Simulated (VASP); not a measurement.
A run of VASP 6.6.1 is set up as follows.

Contents of INCAR:

```
SYSTEM = Pt
PREC = Accurate
ENCUT = 520
EDIFF = 1E-7
ISMEAR = 0
SIGMA = 0.15
LREAL = .False.
LASPH = .True.
NELM = 100
ALGO = Normal
ISIF = 2
LWAVE = .False.
LCHARG = .False.
GGA = PS
NBANDS = 11
```

KPOINTS

```
Automatic mesh
0
Gamma
  22 22 22
  0 0 0
```

POSCAR

```
Pt
1.0
   -1.5604567000      1.5604567000      1.5366934000
    1.5604567000     -1.5604567000      1.5366934000
    1.5604567000      1.5604567000     -1.5366934000
Pt
1
Direct
    0.0000000000      0.0000000000      0.0000000000
```

Potentials or basis: VASP PAW PBE potentials, release 64 (Pt).

The run is started by

```sh
$ cat potpaw_PBE.64/Pt/POTCAR > POTCAR
$ mpirun -np 1 vasp_std > vasp.out
```

**Question.** Predict the band gap on the k mesh.

**Answer.** Zero (bands 5 and 6 overlap by 2.32 eV).

**Question.** What does it give for the pressure?

**Answer.** 4.2 GPa.

Stress tensor (GPa, compression positive):
```
4.84 0.00 0.00
0.00 4.84 0.00
0.00 0.00 2.99
```

Caveat: the cell differs from its parent crystal (strain -0.015 along x and y, -0.030 along z); the cell stands under pressure; the PAW data sets were made with another functional, which shifts forces and pressure a little; spin-orbit coupling is left out, which moves the levels of the heavy elements.
